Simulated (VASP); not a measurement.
Write the native input for VASP 6.6.1 that does the following.

| Property | Result |
| --- | --- |
| Task | single point |
| Functional | PBE |
| Potentials or basis | VASP PAW PBE potentials, release 64 (Zr_sv, Hf_pv, Se) |
| Cutoff | 500 eV |
| k mesh | 3 × 3 × 3 |
| Occupations | gaussian, width 0.15 eV |
| Spin | no spin polarisation |
| Dipole correction | no |
| Further INCAR settings | ALGO = Normal; EDIFF = 1e-06; NBANDS = 28 |

The structure of HfZrSe3 lies in POSCAR:

```
HfZrSe3
1.0
    3.5283807066      2.0371115508      3.0164417099
   -3.5283807066      2.0371115508      3.0164417099
    0.0000000000     -4.0742231015      3.0164417099
Zr Hf Se
1 1 3
Direct
    0.5000000000      0.5000000000      0.5000000000
    0.0000000000      0.0000000000      0.0000000000
    0.0000000000      0.0000000000      0.5000000000
    0.5000000000      0.0000000000      0.0000000000
    0.0000000000      0.5000000000      0.0000000000
```

One way to write it, as run:

INCAR

```
SYSTEM = HfZrSe3
PREC     = Accurate       ! precision mode
ENCUT    = 500            ! plane-wave cutoff, eV
EDIFF    = 1E-6           ! SCF threshold, eV
ISMEAR   = 0              ! smearing method
SIGMA    = 0.15           ! smearing width, eV
LREAL    = .False.        ! projectors in reciprocal space
LASPH    = .True.         ! aspherical terms in the spheres
NELM     = 120            ! most SCF steps
ALGO     = Normal         ! electronic algorithm
ISIF     = 2              ! what is computed and relaxed
LWAVE    = .False.        ! write WAVECAR
LCHARG   = .True.         ! write CHGCAR
GGA      = PE             ! functional
LELF     = .True.         ! ELF
LVHAR    = .True.       
NBANDS   = 28             ! bands
GGA_COMPAT= .False.
```

KPOINTS

```
Automatic mesh
0
Gamma
  3 3 3
  0 0 0
```

Potentials or basis: VASP PAW PBE potentials, release 64 (Zr_sv, Hf_pv, Se).

Launch:

```console
$ cat potpaw_PBE.64/Zr_sv/POTCAR potpaw_PBE.64/Hf_pv/POTCAR potpaw_PBE.64/Se/POTCAR > POTCAR
$ mpirun -np 1 vasp_std > vasp.out
```

Results of the run:

```json
{"Pressure": "0.4 GPa", "Band gap on the k mesh": "zero (band 20 reaches 4.95 eV, above the bottom of band 21 at 4.11 eV)"}
```

Caveat: the k points lie up to 0.41 Å⁻¹ apart; spin-orbit coupling is left out, which moves the levels of the heavy elements.

Wall time 60 s on 1 thread of Intel Xeon 8259CL, with other jobs on the host, peak memory 0.25 GiB.
